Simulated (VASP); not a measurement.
# SbSe5 (P6/mmm) in VASP: further runs

The runs below take SbSe5 through single point, with PBE.

All numbers are computed with VASP 6.6.1; they aren't measurements. Logs are shortened: lines on timing, memory, paths and dates and some standing lists are left out, and cuts for length are marked.

### 1 The cell of the first run

It takes space group P6/mmm (No. 191, hexagonal). Conventional cell: a = 5.843 Å, b = 5.843 Å, c = 4.694 Å, α = 90.00°, β = 90.00°, γ = 120.00°. Sb (site symmetry 6/mmm) has 18 Se at 3.37 to 3.75 Å within 4.4 Å. Within 3.8 Å of Se (site symmetry -6m2) lie 9 Se at 2.89 to 3.37 Å and 3 Sb at 3.37 Å. Within 3.8 Å of Se (site symmetry mmm) lie 8 Se at 2.89 to 2.92 Å and 4 Sb at 3.75 Å.

The cell was built from a structure type or drawn by symmetry, and may not be a known phase.

### 2 Single point, PBE

Contents of INCAR:

```
  ALGO = Normal
  EDIFF = 1E-6
  ENCUT = 500
  GGA = PE
  GGA_COMPAT = False
  ISIF = 2
  ISMEAR = 0
  LASPH = True
  LCHARG = False
  LREAL = False
  LWAVE = False
  NBANDS = 26
  NELM = 120
  PREC = Accurate
  SIGMA = 0.2
```

Contents of KPOINTS:

```
k-points
0
Gamma
  3 3 3
```

Contents of POSCAR:

```
SbSe5
1.0
    5.8428776200      0.0000000026      0.0000000000
   -2.9214388123      5.0600804488      0.0000000000
    0.0000000000      0.0000000000      4.6942017572
Sb Se
1 5
Direct
    0.0000000000      0.0000000000      0.0000000000
    0.3333333333      0.6666666667      0.0000000000
    0.6666666667      0.3333333333      0.0000000000
    0.5000000000      0.0000000000      0.5000000000
    0.5000000000      0.5000000000      0.5000000000
    0.0000000000      0.5000000000      0.5000000000
```

Potentials or basis: VASP PAW PBE potentials, release 64 (Sb, Se).

On the command line:

```bash
cat potpaw_PBE.64/Sb/POTCAR potpaw_PBE.64/Se/POTCAR > POTCAR
mpirun -np 1 vasp_std > vasp.out
```

OUTCAR:

```text
EDIFF = 1E-6
   ENCUT = 500
   GGA = PE
   ISIF = 2
   ISMEAR = 0
   LASPH = True
   LREAL = False
   NELM = 120
   PREC = Accurate

 ion  position               nearest neighbor table
   1  0.000  0.000  0.000-
   2  0.333  0.667  0.000-
   3  0.667  0.333  0.000-
   4  0.500  0.000  0.500-
   5  0.500  0.500  0.500-
   6  0.000  0.500  0.500-

  LATTYP: Found a hexagonal cell.
 ALAT       =     5.8428776200
 C/A-ratio  =     0.8034057980

  Lattice vectors:

 A1 = (   5.8428776200,   0.0000000026,   0.0000000000)
 A2 = (  -2.9214388123,   5.0600804488,   0.0000000000)
 A3 = (   0.0000000000,   0.0000000000,   4.6942017572)

Analysis of symmetry for initial positions (statically):
=====================================================================
 Subroutine PRICEL returns:
 Original cell was already a primitive cell.

 Routine SETGRP: Setting up the symmetry group for a
 hexagonal supercell.

 Subroutine GETGRP returns: Found 24 space group operations
 (whereof 24 operations were pure point group operations)
 out of a pool of 24 trial point group operations.

The static configuration has the point symmetry D_6h.

Analysis of symmetry for dynamics (positions and initial velocities):
=====================================================================
 Subroutine PRICEL returns:
 Original cell was already a primitive cell.

 Routine SETGRP: Setting up the symmetry group for a
 hexagonal supercell.

 Subroutine GETGRP returns: Found 24 space group operations
 (whereof 24 operations were pure point group operations)
 out of a pool of 24 trial point group operations.

The dynamic configuration has the point symmetry D_6h.

 Subroutine INISYM returns: Found 24 space group operations
 (whereof 24 operations are pure point group operations),
 and found     1 'primitive' translations

----------------------------------------------------------------------------------------

                                     Primitive cell
[... 73 lines left out ...]
   ICHARG =      2    charge: 1-file 2-atom 10-const
   ISPIN  =      1    spin polarized calculation?
   LNONCOLLINEAR =      F non collinear calculations
   LSORBIT =      F    spin-orbit coupling
   LASPH  =      T    aspherical Exc in radial PAW
   ENCUT  =  500.0 eV  36.75 Ry    6.06 a.u.  10.65 10.65  8.56*2*pi/ulx,y,z
   NELM   =    120;   NELMIN=  2; NELMDL= -5     # of ELM steps
   EDIFF  = 0.1E-05   stopping-criterion for ELM
   LREAL  =      F    real-space projection
   EDIFFG = 0.1E-04   stopping-criterion for IOM
   NSW    =      0    number of steps for IOM
   IBRION =     -1    ionic relax: 0-MD 1-quasi-New 2-CG
   NFREE  =      0    steps in history (QN), initial steepest desc. (CG)
   ISIF   =      2    stress and relaxation
   ISYM   =      2    0-nonsym 1-usesym 2-fastsym
   POTIM  = 0.5000    time-step for ionic-motion
   TEBEG  =    0.0;   TEEND  =   0.0 temperature during run
   PSTRESS=    0.0 pullay stress
   NELECT =      35.0000    total number of electrons
   NUPDOWN=      -1.0000    fix difference up-down
   EMIN   =  10.00;   EMAX   =-10.00  energy-range for DOS
   EFERMI =   0.00;   METHOD = LEGACY
   ISMEAR =     0;   SIGMA  =   0.20  broadening in eV -4-tet -1-fermi 0-gaus
   EFERMI_NEDOS =   21; number of points for ismear=-14 and -15
   IALGO  =     38    algorithm
   IMIX   =      4    mixing-type and parameters
     AMIX     =   0.40;   BMIX     =  1.00
     AMIX_MAG =   1.60;   BMIX_MAG =  1.00
  volume/ion in A,a.u.               =      23.13       156.10
  Fermi-wavevector in a.u.,A,eV,Ry     =   1.034306  1.954554 14.555349  1.069788
  Thomas-Fermi vector in A             =   2.168594
   LORBIT       =      0    0 simple, 1 ext, 2 COOP (PROOUT), +10 PAW based schemes
   GGA     = PE    functional components
   LHFCALC =     F    Hartree Fock is set to
   AEXX    =    0.0000 exact exchange contribution
   IVDW    =     0    specifies the selected vdW correction
   LEPSILON=     F    determine dielectric tensor
   LRPA    =     F    only Hartree local field effects (RPA)
 non-spin polarized calculation
 Gauss-broadening in eV      SIGMA  =   0.20
  energy-cutoff  :      500.00
  volume of cell :      138.79
 maximum number of plane-waves:      3534
 NGX is ok and might be reduce to    42
   NGX = 21   NGY = 21   NGZ = 17

 number of electron      34.9999999 magnetization

 Free energy of the ion-electron system (eV)
  ---------------------------------------------------
  ext. energy  EPLUGINS =         0.00000000
  ---------------------------------------------------
  free energy    TOTEN  =       -18.00646152 eV

  energy without entropy =      -17.90729234  energy(sigma->0) =      -17.95687693

 E-fermi :   5.4350     XC(G=0): -10.0869

 val. band max:        5.2812127231   @ k =   0.3333   0.0000   0.3333
 cond. band min:       5.4883663350   @ k =   0.3333   0.0000   0.0000
 fundamental gap:      0.2071536120
 Fermi energy:         5.4350336398

 k-point     1 :       0.0000    0.0000    0.0000
  band No.  band energies     occupation
      1     -10.6352      2.00000
      2      -7.5190      2.00000
      3      -6.9415      2.00000
      4      -6.9415      2.00000
      5      -6.4249      2.00000
      6      -3.2371      2.00000
[... 163 lines left out ...]
     25      11.5807      0.00000
     26      11.5807      0.00000

------------------------ aborting loop because EDIFF is reached ----------------------------------------

  FORCE on cell =-STRESS in cart. coord.  units (eV):
  Direction    XX          YY          ZZ          XY          YZ          ZX
  --------------------------------------------------------------------------------------
  -------------------------------------------------------------------------------------
  Total       -0.4282391     -0.4282391     -0.1768813      0.0000000     -0.0000000      0.0000000
  in kB       -4.9436862     -4.9436862     -2.0419571      0.0000000     -0.0000000      0.0000000
  external PRESSURE =      -3.9764432 kB  Pullay stress =       0.0000000 kB

 VOLUME and BASIS-vectors are now :
 -----------------------------------------------------------------------------
  energy-cutoff  :      500.00
  volume of cell :      138.79
      direct lattice vectors                 reciprocal lattice vectors
     5.842877620  0.000000003  0.000000000     0.171148544  0.098812658  0.000000000
    -2.921438812  5.060080449  0.000000000    -0.000000000  0.197625316  0.000000000
     0.000000000  0.000000000  4.694201757     0.000000000  0.000000000  0.213028764

 POSITION                                       TOTAL-FORCE (eV/Angst)
 -----------------------------------------------------------------------------------
      0.00000      0.00000      0.00000        -0.000000     -0.000000      0.000000
     -0.00000      3.37339      0.00000         0.000000      0.000000      0.000000
      2.92144      1.68669      0.00000        -0.000000     -0.000000      0.000000
      2.92144      0.00000      2.34710         0.000000     -0.000000      0.000000
      1.46072      2.53004      2.34710        -0.000000     -0.000000      0.000000
     -1.46072      2.53004      2.34710         0.000000     -0.000000      0.000000
 -----------------------------------------------------------------------------------
    total drift:                               -0.000000      0.000000     -0.000000

  FREE ENERGIE OF THE ION-ELECTRON SYSTEM (eV)
  ---------------------------------------------------
  free  energy   TOTEN  =       -18.0064615175 eV

  energy  without entropy=      -17.9072923393  energy(sigma->0) =      -17.95687693
```

OSZICAR:

```text
N       E                     dE             d eps       ncg     rms          rms(c)
DAV:   1     0.173946479857E+03    0.17395E+03   -0.12961E+04   312   0.106E+03
DAV:   2    -0.385391422723E+01   -0.17780E+03   -0.17144E+03   426   0.182E+02
DAV:   3    -0.180898427356E+02   -0.14236E+02   -0.13985E+02   388   0.564E+01
DAV:   4    -0.182675463659E+02   -0.17770E+00   -0.17717E+00   352   0.712E+00
DAV:   5    -0.182692686913E+02   -0.17223E-02   -0.17221E-02   364   0.767E-01    0.804E+00
DAV:   6    -0.180499358985E+02    0.21933E+00   -0.12744E+00   336   0.255E+00    0.472E+00
DAV:   7    -0.180124035566E+02    0.37532E-01   -0.22467E-01   336   0.154E+00    0.285E+00
DAV:   8    -0.180065026121E+02    0.59009E-02   -0.36230E-02   332   0.886E-01    0.302E-01
DAV:   9    -0.180065068692E+02   -0.42571E-05   -0.22508E-03   344   0.218E-01    0.135E-01
DAV:  10    -0.180064613357E+02    0.45534E-04   -0.53996E-04   326   0.964E-02    0.274E-02
DAV:  11    -0.180064610892E+02    0.24651E-06   -0.20343E-05   346   0.228E-02    0.152E-02
DAV:  12    -0.180064615175E+02   -0.42832E-06   -0.46739E-06   332   0.112E-02
   1 F= -.18006462E+02 E0= -.17956877E+02  d E =-.991692E-01
```

stdout:

```text
POSCAR found type information on POSCAR SbSe
 POSCAR found :  2 types and       6 ions
 scaLAPACK will be used
 LDA part: xc-table for (Slater+PW92), standard interpolation
 POSCAR, INCAR and KPOINTS ok, starting setup
 FFT: planning ... GRIDC
 FFT: planning ... GRID_SOFT
 FFT: planning ... GRID
 WAVECAR not read
 entering main loop
```

It took 14 s on 1 thread of AMD EPYC 9R45 (Zen 5), shared host; peak memory 0.24 GiB.

What came out:

```
Free energy            : -18.0065 eV
Pressure               : -0.4 GPa
Band gap on the k mesh : zero (an odd number of electrons rules out a gap without spin polarisation)
```

Caveat: the k points lie up to 0.45 Å⁻¹ apart, too coarse for converged energies and pressures of a metal; spin-orbit coupling is left out, which moves the levels of the heavy elements.

### 3 Single point, PBE

This run uses another cell than the first one, of 22.54 Å³/atom.

Contents of INCAR:

```
SYSTEM = SbSe5
ALGO = Normal ; EDIFF = 1E-6
ENCUT = 500 ; GGA = PE
GGA_COMPAT = .False. ; ISIF = 2
ISMEAR = 0 ; LASPH = .True.
LCHARG = .False. ; LREAL = .False.
LWAVE = .False. ; NBANDS = 26
NELM = 120 ; PREC = Accurate
SIGMA = 0.2
```

Contents of KPOINTS:

```
k-points
0
Gamma
  4 4 2
  0 0 0
```

Contents of POSCAR:

```
SbSe5
1.0
    4.8446871900      0.0000000026      0.0000000000
   -2.4223435972      4.1956221786      0.0000000000
    0.0000000000      0.0000000000      6.6537937629
Sb Se
1 5
Direct
    0.0000000000      0.0000000000      0.5000000000
    0.3333333333      0.6666666667      0.7392778942
    0.6666666667      0.3333333333      0.7392778942
    0.6666666667      0.3333333333      0.2607221058
    0.3333333333      0.6666666667      0.2607221058
    0.0000000000      0.0000000000      0.0000000000
```

Potentials or basis: VASP PAW PBE potentials, release 64 (Sb, Se).

On the command line:

```bash
cat potpaw_PBE.64/Sb/POTCAR potpaw_PBE.64/Se/POTCAR > POTCAR
mpirun -np 1 vasp_std > vasp.out
```

Run time: 15 s. Hardware: 1 thread of AMD EPYC 9R45 (Zen 5), shared host; peak memory 0.2 GiB.

The run converged. Its results:

* Free energy: -18.9320 eV
* Pressure: -0.6 GPa
* Largest force: 0.003 eV/Å
* Band gap on the k mesh: zero (an odd number of electrons rules out a gap without spin polarisation)

Forces on the atoms (eV/Å):
```
Sb   0.000  0.000  0.000
Se   0.000  0.000 -0.003
Se   0.000  0.000 -0.003
Se   0.000  0.000  0.003
Se   0.000  0.000  0.003
Se   0.000  0.000  0.000
```

Stress tensor (GPa, compression positive):
```
-0.75  0.00  0.00
 0.00 -0.75  0.00
 0.00  0.00 -0.33
```

Levels at points of the mesh, in eV from the Fermi level:
| k point | band 13 | band 14 | band 15 | band 16 | band 17 | band 18 | band 19 | band 20 | band 21 | band 22 |
| --- | --- | --- | --- | --- | --- | --- | --- | --- | --- | --- |
| (0.00, 0.00, 0.00) | -3.64 | -2.75 | -2.03 | -1.48 | -0.84 | -0.84 | -0.66 | -0.66 | 1.65 | 3.26 |
| (0.50, 0.00, 0.00) | -1.60 | -1.40 | -0.28 | -0.26 | 0.39 | 0.50 | 0.68 | 0.81 | 0.98 | 1.61 |
| (0.00, 0.00, 0.50) | -2.97 | -2.97 | -2.78 | -2.78 | -0.86 | -0.19 | -0.02 | 0.51 | 1.43 | 1.43 |
| (0.50, 0.00, 0.50) | -1.70 | -1.34 | -0.60 | -0.50 | -0.38 | -0.31 | 0.78 | 1.05 | 1.16 | 1.31 |

Caveat: the k points lie up to 0.47 Å⁻¹ apart, too coarse for converged energies and pressures of a metal; spin-orbit coupling is left out, which moves the levels of the heavy elements.
